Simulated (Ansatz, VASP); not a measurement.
**Two plane-wave programs on C**

```
C
1.0
     0.00000    1.77692    1.77692
     1.77692    0.00000    1.77692
     1.77692    1.77692    0.00000
C
2
Direct
  0.50000 0.50000 0.50000
  0.75000 0.75000 0.75000
```

Alike in both runs: task relaxation of cell and atoms; functional PBEsol; k mesh 12 × 12 × 12; occupations gaussian, width 0.02 eV; no spin polarisation.

|  | VASP | Ansatz |
| --- | --- | --- |
| version | VASP 6.6.1 | Ansatz 0.2.0 |
| potentials or method | VASP PAW PBE potentials, release 64 (C), cutoff 600 eV | scalar-relativistic, plane waves, PAW |
| valence electrons in the cell | 8 | 8 |

|  | VASP | Ansatz | Ansatz less VASP |
| --- | --- | --- | --- |
| gap on the k mesh at the Fermi level, each at its own relaxed structure (eV) | 4.06 | 4.07 | +0.007 |
| relaxed volume (Å³/atom) | 5.62 | 5.61 | -0.005 |
| relaxed cell length with the largest relative difference (Å) | 2.514 | 2.513 | -0.0008 |

VASP's potentials were made for PBE, not for PBEsol.
